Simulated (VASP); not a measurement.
# Cd (Fd-3m) in VASP: notebook

Cd is run at these levels: LDA; tasks: relaxation of cell and atoms.

Program: VASP 6.6.1. These are calculated values, not measurements. Logs are shortened: lines on timing, memory, paths and dates and some standing lists are left out, and cuts for length are marked.

**1. The cell of the first run**

Symmetry: Fd-3m, No. 227, cubic system. The conventional cell has a = 5.612 Å, b = 5.612 Å, c = 5.612 Å, α = 90.00°, β = 90.00°, γ = 90.00°. Within 3.2 Å of Cd (site symmetry -43m) lie 4 Cd at 2.43 Å.

This isn't the form of Cd at room conditions, which is hcp.

**2. Relaxation of cell and atoms, LDA, target pressure 7.5 GPa, at which the enthalpy is minimised**

Contents of INCAR:

```
  PREC = Accurate
  ENCUT = 600
  EDIFF = 1E-7
  ISMEAR = -1
  SIGMA = 0.08
  LREAL = F
  LASPH = T
  NELM = 60
  ALGO = Normal
  ISIF = 3
  LWAVE = F
  LCHARG = F
  GGA = CA
  IBRION = 2
  NSW = 60
  EDIFFG = -0.005
  PSTRESS = 75.0
```

Contents of KPOINTS:

```
regular mesh
0
Gamma
  12 12 12
```

Contents of POSCAR:

```
Cd
1.0
    0.0000000000      2.8057688592      2.8057688592
    2.8057688592      0.0000000000      2.8057688592
    2.8057688592      2.8057688592      0.0000000000
Cd
2
Direct
   -0.1250000000     -0.1250000000     -0.1250000000
    0.1250000000      0.1250000000      0.1250000000
```

Potentials or basis: VASP PAW LDA potentials, release 64 (Cd).

Launch:

```console
$ cat potpaw_LDA.64/Cd/POTCAR > POTCAR
$ mpirun -np 1 vasp_std > vasp.out
```

OUTCAR:

```text
PREC = Accurate
   ENCUT = 600
   EDIFF = 1E-7
   ISMEAR = -1
   LREAL = F
   LASPH = T
   NELM = 60
   ISIF = 3
   GGA = CA
   IBRION = 2
   NSW = 60
   EDIFFG = -0.005
   PSTRESS = 75.0

 ion  position               nearest neighbor table
   1  0.875  0.875  0.875-   2 2.43   2 2.43   2 2.43   2 2.43
   2  0.125  0.125  0.125-   1 2.43   1 2.43   1 2.43   1 2.43

  LATTYP: Found a face centered cubic cell.
 ALAT       =     5.6115377184

  Lattice vectors:

 A1 = (   0.0000000000,   2.8057688592,   2.8057688592)
 A2 = (   2.8057688592,   0.0000000000,   2.8057688592)
 A3 = (   2.8057688592,   2.8057688592,   0.0000000000)

Analysis of symmetry for initial positions (statically):
=====================================================================
 Subroutine PRICEL returns:
 Original cell was already a primitive cell.

 Routine SETGRP: Setting up the symmetry group for a
 face centered cubic supercell.

 Subroutine GETGRP returns: Found 48 space group operations
 (whereof 12 operations were pure point group operations)
 out of a pool of 48 trial point group operations.

The static configuration has the point symmetry D_3d.
 The point group associated with its full space group is O_h .

Analysis of symmetry for dynamics (positions and initial velocities):
=====================================================================
 Subroutine PRICEL returns:
 Original cell was already a primitive cell.

 Routine SETGRP: Setting up the symmetry group for a
 face centered cubic supercell.

 Subroutine GETGRP returns: Found 48 space group operations
 (whereof 12 operations were pure point group operations)
 out of a pool of 48 trial point group operations.

The dynamic configuration has the point symmetry D_3d.
 The point group associated with its full space group is O_h .

 Subroutine INISYM returns: Found 48 space group operations
 (whereof 12 operations are pure point group operations),
 and found     1 'primitive' translations

----------------------------------------------------------------------------------------

                                     Primitive cell

  volume of cell :      44.1759

  direct lattice vectors                    reciprocal lattice vectors
     0.000000000  2.805768859  2.805768859    -0.178204273  0.178204273  0.178204273
     2.805768859  0.000000000  2.805768859     0.178204273 -0.178204273  0.178204273
     2.805768859  2.805768859  0.000000000     0.178204273  0.178204273 -0.178204273

  length of vectors
     3.967956374  3.967956374  3.967956374     0.308658855  0.308658855  0.308658855

  position of ions in fractional coordinates (direct lattice)
     0.875000000  0.875000000  0.875000000
     0.125000000  0.125000000  0.125000000

  ion indices of the primitive-cell ions
   primitive index   ion index
                 1           1
                 2           2

----------------------------------------------------------------------------------------

 KPOINTS: regular mesh

Automatic generation of k-mesh.
 Grid dimensions read from file:
 generate k-points for:   12   12   12

 Generating k-lattice:

  Cartesian coordinates                     Fractional coordinates (reciprocal lattice)
    -0.014850356  0.014850356  0.014850356     0.083333333  0.000000000  0.000000000
     0.014850356 -0.014850356  0.014850356     0.000000000  0.083333333  0.000000000
     0.014850356  0.014850356 -0.014850356     0.000000000  0.000000000  0.083333333

  Length of vectors
     0.025721571  0.025721571  0.025721571

  Shift w.r.t. Gamma in fractional coordinates (k-lattice)
     0.000000000  0.000000000  0.000000000

 Subroutine IBZKPT returns following result:
 ===========================================

 Found     72 irreducible k-points:

 Following reciprocal coordinates:
            Coordinates               Weight
  0.000000  0.000000  0.000000      1.000000
  0.083333  0.000000  0.000000      8.000000
  0.166667  0.000000  0.000000      8.000000
  0.250000  0.000000  0.000000      8.000000
  0.333333  0.000000  0.000000      8.000000
  0.416667  0.000000  0.000000      8.000000
[... 16 lines left out ...]
  0.500000  0.166667  0.000000     24.000000
 -0.416667  0.166667  0.000000     24.000000
 [... further k-points ...]
   k-points           NKPTS =     72   k-points in BZ     NKDIM =     72   number of bands    NBANDS=     16
   number of dos      NEDOS =    301   number of ions     NIONS =      2
   total plane-waves  NPLWV =  32768
   dimension x,y,z NGX =    32 NGY =   32 NGZ =   32
   dimension x,y,z NGXF=    64 NGYF=   64 NGZF=   64
   ions per type =               2
   NGX,Y,Z   is equivalent  to a cutoff of  13.41, 13.41, 13.41 a.u.
   NGXF,Y,Z  is equivalent  to a cutoff of  26.81, 26.81, 26.81 a.u.
 SYSTEM =  unknown system
   PREC   = accura    normal or accurate (medium, high low for compatibility)
   ISTART =      0    job   : 0-new  1-cont  2-samecut
   ICHARG =      2    charge: 1-file 2-atom 10-const
   ISPIN  =      1    spin polarized calculation?
   LNONCOLLINEAR =      F non collinear calculations
   LSORBIT =      F    spin-orbit coupling
   LASPH  =      T    aspherical Exc in radial PAW
   ENCUT  =  600.0 eV  44.10 Ry    6.64 a.u.   7.92  7.92  7.92*2*pi/ulx,y,z
   NELM   =     60;   NELMIN=  2; NELMDL= -5     # of ELM steps
   EDIFF  = 0.1E-06   stopping-criterion for ELM
   LREAL  =      F    real-space projection
   EDIFFG = -.5E-02   stopping-criterion for IOM
   NSW    =     60    number of steps for IOM
   IBRION =      2    ionic relax: 0-MD 1-quasi-New 2-CG
   NFREE  =      1    steps in history (QN), initial steepest desc. (CG)
   ISIF   =      3    stress and relaxation
   ISYM   =      2    0-nonsym 1-usesym 2-fastsym
   POTIM  = 0.5000    time-step for ionic-motion
   TEBEG  =    0.0;   TEEND  =   0.0 temperature during run
   PSTRESS=   75.0 pullay stress
   NELECT =      24.0000    total number of electrons
   NUPDOWN=      -1.0000    fix difference up-down
   EMIN   =  10.00;   EMAX   =-10.00  energy-range for DOS
   EFERMI =   0.00;   METHOD = LEGACY
   ISMEAR =    -1;   SIGMA  =   0.08  broadening in eV -4-tet -1-fermi 0-gaus
   EFERMI_NEDOS =   21; number of points for ismear=-14 and -15
   IALGO  =     38    algorithm
   IMIX   =      4    mixing-type and parameters
     AMIX     =   0.40;   BMIX     =  1.00
     AMIX_MAG =   1.60;   BMIX_MAG =  1.00
  volume/ion in A,a.u.               =      22.09       149.06
  Fermi-wavevector in a.u.,A,eV,Ry     =   1.335826  2.524346 24.278674  1.784432
  Thomas-Fermi vector in A             =   2.464500
   LORBIT       =      0    0 simple, 1 ext, 2 COOP (PROOUT), +10 PAW based schemes
   GGA     = CA    functional components
   LHFCALC =     F    Hartree Fock is set to
   AEXX    =    0.0000 exact exchange contribution
   IVDW    =     0    specifies the selected vdW correction
   LEPSILON=     F    determine dielectric tensor
   LRPA    =     F    only Hartree local field effects (RPA)
 conjugate gradient relaxation of ions
 non-spin polarized calculation
  energy-cutoff  :      600.00
  volume of cell :       44.18
 maximum number of plane-waves:      1488
   NGX = 15   NGY = 15   NGZ = 15

--------------------------------------- Ionic step        1  -------------------------------------------

 number of electron      24.0000009 magnetization

 Free energy of the ion-electron system (eV)
  ---------------------------------------------------
  ext. energy  EPLUGINS =         0.00000000
  ---------------------------------------------------
  free energy    TOTEN  =        -0.83566257 eV

  energy without entropy =       -0.81701026  energy(sigma->0) =       -0.82633642

 E-fermi :   2.4385     XC(G=0): -10.9735

 val. band max:        2.4361486757   @ k =  -0.3333   0.3333   0.1667
 cond. band min:       2.4410555320   @ k =   0.5000   0.3333   0.0000
 fundamental gap:      0.0049068563
 Fermi energy:         2.4385420379

 k-point     1 :       0.0000    0.0000    0.0000
  band No.  band energies     occupation
      1      -8.1257      2.00000
      2      -8.1257      2.00000
      3      -8.1257      2.00000
      4      -8.0794      2.00000
      5      -8.0794      2.00000
      6      -6.5231      2.00000
[... 433 lines left out ...]
      3      -7.9771      2.00000
      4      -7.6610      2.00000
      5      -7.5519      2.00000
      6      -7.0903      2.00000
[... 8 lines left out ...]
     15       9.1884      0.00000
     16      12.4139      0.00000

 [... further k-points ...]

------------------------ aborting loop because EDIFF is reached ----------------------------------------

  FORCE on cell =-STRESS in cart. coord.  units (eV):
  Direction    XX          YY          ZZ          XY          YZ          ZX
  --------------------------------------------------------------------------------------
  -------------------------------------------------------------------------------------
  Total        8.0339912      8.0339912      8.0339912      0.0000000     -0.0000000      0.0000000
  in kB      291.3776698    291.3776698    291.3776698      0.0000000     -0.0000000      0.0000000
  external PRESSURE =     216.3776698 kB  Pullay stress =      75.0000000 kB
[... 97 lines left out ...]
  energy  without entropy=       -1.8373816016  energy(sigma->0) =       -1.84892542

  enthalpy is  TOTEN    =         0.6833891991 eV   P V=        2.5438584345

[... ionic steps 4 to 15 ...]

--------------------------------------- Ionic step       16  -------------------------------------------

 number of electron      23.9999985 magnetization

------------------------ aborting loop because EDIFF is reached ----------------------------------------
[... 71 lines left out ...]
--------------------------------------- Ionic step       18  -------------------------------------------

 number of electron      23.9999985 magnetization

 Free energy of the ion-electron system (eV)
  ---------------------------------------------------
  ext. energy  EPLUGINS =         0.00000000
  ---------------------------------------------------
  free energy    TOTEN  =        -1.85024235 eV

  energy without entropy =       -1.82716132  energy(sigma->0) =       -1.83870183

 E-fermi :   1.1408     XC(G=0):  -9.9506

 val. band max:        1.1068037186   @ k =  -0.3333   0.3333   0.1667
 cond. band min:       1.1470531034   @ k =  -0.4167   0.3333   0.1667
 fundamental gap:      0.0402493847
 Fermi energy:         1.1408202082

 k-point     1 :       0.0000    0.0000    0.0000
  band No.  band energies     occupation
      1      -8.6046      2.00000
      2      -8.6046      2.00000
      3      -8.6046      2.00000
      4      -8.5360      2.00000
      5      -8.5360      2.00000
      6      -7.3624      2.00000
[... 433 lines left out ...]
      3      -8.4817      2.00000
      4      -8.2424      2.00000
      5      -8.1691      2.00000
      6      -7.8069      2.00000
[... 8 lines left out ...]
     15       7.1984      0.00000
     16       9.5216      0.00000

 [... further k-points ...]

------------------------ aborting loop because EDIFF is reached ----------------------------------------

  FORCE on cell =-STRESS in cart. coord.  units (eV):
  Direction    XX          YY          ZZ          XY          YZ          ZX
  --------------------------------------------------------------------------------------
  -------------------------------------------------------------------------------------
  Total        2.5266271      2.5266271      2.5266271      0.0000000      0.0000000      0.0000000
  in kB       74.7998377     74.7998377     74.7998377      0.0000000      0.0000000      0.0000000
  external PRESSURE =      -0.2001623 kB  Pullay stress =      75.0000000 kB
[... 21 lines left out ...]
  energy  without entropy=       -1.8271613160  energy(sigma->0) =       -1.83870183

  enthalpy is  TOTEN    =         0.6831459249 eV   P V=        2.5333882718

 reached required accuracy - stopping structural energy minimisation
```

Wall time 10 min (1 thread of Oxide Virtual Turin-like, shared host); peak memory 0.16 GiB.

What came out:

| Item | Value |
| --- | --- |
| Free energy | -1.8502 eV |
| Relaxed volume | 27.06 Å³/atom |
| Relaxed cell | a = 4.246 Å, b = 4.246 Å, c = 4.246 Å, α = 60.00°, β = 60.00°, γ = 60.00° |
| Space group after relaxing (to 0.1 Å) | Fd-3m (No. 227) |
| Energy change on relaxing (the run minimises the enthalpy) | -507.3 meV/atom |
| Ionic steps | 18 |
| Pressure after relaxing | 7.5 GPa |
| Band gap on the k mesh | zero (bands 12 and 13 overlap by 6.64 eV) |

The path:
```csv
step,energy change (eV),largest force (eV/Å),pressure (GPa),volume (Å³)
1,0.0000,0.0000,29.14,44.18
2,-1.1931,0.0000,-1.08,66.12
3,-1.0248,0.0000,7.20,54.34
4,-1.0149,0.0000,7.45,54.13
5,-1.0048,0.0000,7.71,53.91
6,-1.0050,0.0000,7.71,53.92
7,-1.0054,0.0000,7.70,53.93
8,-1.0054,0.0000,7.70,53.93
9,-1.0054,0.0000,7.70,53.93
10,-1.0054,0.0000,7.70,53.93
11,-1.0055,0.0000,7.70,53.93
12,-1.0056,0.0000,7.69,53.93
13,-1.0057,0.0000,7.69,53.93
14,-1.0060,0.0000,7.69,53.94
15,-1.0066,0.0000,7.67,53.95
16,-1.0077,0.0000,7.64,53.97
17,-1.0100,0.0000,7.59,54.02
18,-1.0146,0.0000,7.48,54.12
```

Final structure:
```yaml
crystal:
  lattice:
    - [0.00000, 3.00221, 3.00221]
    - [3.00221, 0.00000, 3.00221]
    - [3.00221, 3.00221, 0.00000]
  atoms:
    - { symbol: Cd, position: [0.87500, 0.87500, 0.87500] }
    - { symbol: Cd, position: [0.12500, 0.12500, 0.12500] }
```

Levels at points of the mesh, in eV from the Fermi level:
```
           k point  band 10  band 11  band 12  band 13  band 14  band 15
(0.00, 0.00, 0.00)    -8.12    -7.74     5.84     5.84     5.84     6.88
(0.50, 0.00, 0.00)    -8.11    -4.55    -3.19     3.56     3.56     6.48
(0.50, 0.50, 0.00)    -8.02    -3.04    -3.04     1.01     1.01     4.65
```

Caveat: the cell is relaxed towards a set pressure, so the run minimises the enthalpy, not the energy; the volume moved by over 15 % at a fixed basis, so the end points are rough.

**3. Relaxation of cell and atoms, LDA, target pressure 7.5 GPa, at which the enthalpy is minimised**

This run uses another cell than the first one, of 26.73 Å³/atom.

Contents of INCAR:

```
SYSTEM = Cd
ALGO     = Normal         ! electronic algorithm
EDIFF    = 1E-6           ! SCF threshold, eV
EDIFFG   = -0.005         ! ionic threshold
ENCUT    = 600            ! plane-wave cutoff, eV
GGA      = CA             ! functional
IBRION   = 2              ! ionic algorithm
ISIF     = 3              ! what is computed and relaxed
ISMEAR   = -1             ! smearing method
LASPH    = .True.         ! aspherical terms in the spheres
LCHARG   = .False.        ! write CHGCAR
LREAL    = .False.        ! projectors in reciprocal space
LWAVE    = .False.        ! write WAVECAR
NELM     = 100            ! most SCF steps
NSW      = 32             ! ionic steps
PREC     = Accurate       ! precision mode
PSTRESS  = 75.0         
SIGMA    = 0.08           ! smearing width, eV
```

Contents of KPOINTS:

```
k-points
0
Gamma
  12 12 12
  0 0 0
```

Contents of POSCAR:

```
Cd
1.0
    0.0000000000      2.9897825474      2.9897825474
    2.9897825474      0.0000000000      2.9897825474
    2.9897825474      2.9897825474      0.0000000000
Cd
2
Direct
   -0.1250000000     -0.1250000000     -0.1250000000
    0.1250000000      0.1250000000      0.1250000000
```

Potentials or basis: VASP PAW LDA potentials, release 64 (Cd).

Launch:

```console
$ cat potpaw_LDA.64/Cd/POTCAR > POTCAR
$ mpirun -np 1 vasp_std > vasp.out
```

It took 5.9 min on 1 thread of Oxide Virtual Turin-like, shared host; peak memory 0.19 GiB.

It converged, with:

| Quantity | Value |
| --- | --- |
| Free energy | -1.8486 eV |
| Relaxed volume | 27.01 Å³/atom |
| Relaxed cell | a = 4.243 Å, b = 4.243 Å, c = 4.243 Å, α = 60.00°, β = 60.00°, γ = 60.00° |
| Space group after relaxing (to 0.1 Å) | Fd-3m (No. 227) |
| Energy change on relaxing (the run minimises the enthalpy) | -13.7 meV/atom |
| Ionic steps | 8 |
| Pressure after relaxing | 7.5 GPa |
| Band gap on the k mesh | zero (bands 12 and 13 overlap by 6.66 eV) |

The path:
```csv
step,energy change (eV),largest force (eV/Å),pressure (GPa),volume (Å³)
1,0.0000,0.0000,8.21,53.45
2,-0.0441,0.0000,7.07,54.38
3,-0.0280,0.0000,7.42,54.02
4,-0.0251,0.0000,7.56,53.96
5,-0.0263,0.0000,7.56,53.98
6,-0.0271,0.0000,7.53,54.00
7,-0.0272,0.0000,7.53,54.00
8,-0.0275,0.0000,7.51,54.01
```

Final structure:
```
Cd
1.0
     0.00000    3.00019    3.00019
     3.00019    0.00000    3.00019
     3.00019    3.00019    0.00000
Cd
2
Direct
  0.87500 0.87500 0.87500
  0.12500 0.12500 0.12500
```

Levels at points of the mesh, in eV from the Fermi level:
```tsv
k point	band 10	band 11	band 12	band 13	band 14	band 15
(0.00, 0.00, 0.00)	-8.12	-7.75	5.86	5.86	5.86	6.89
(0.50, 0.00, 0.00)	-8.12	-4.55	-3.20	3.56	3.56	6.49
(0.50, 0.50, 0.00)	-8.02	-3.04	-3.04	1.01	1.01	4.65
```

Caveat: the cell is relaxed towards a set pressure, so the run minimises the enthalpy, not the energy.

The gap in the log of VASP goes by the Fermi energy; the results here count the filled bands.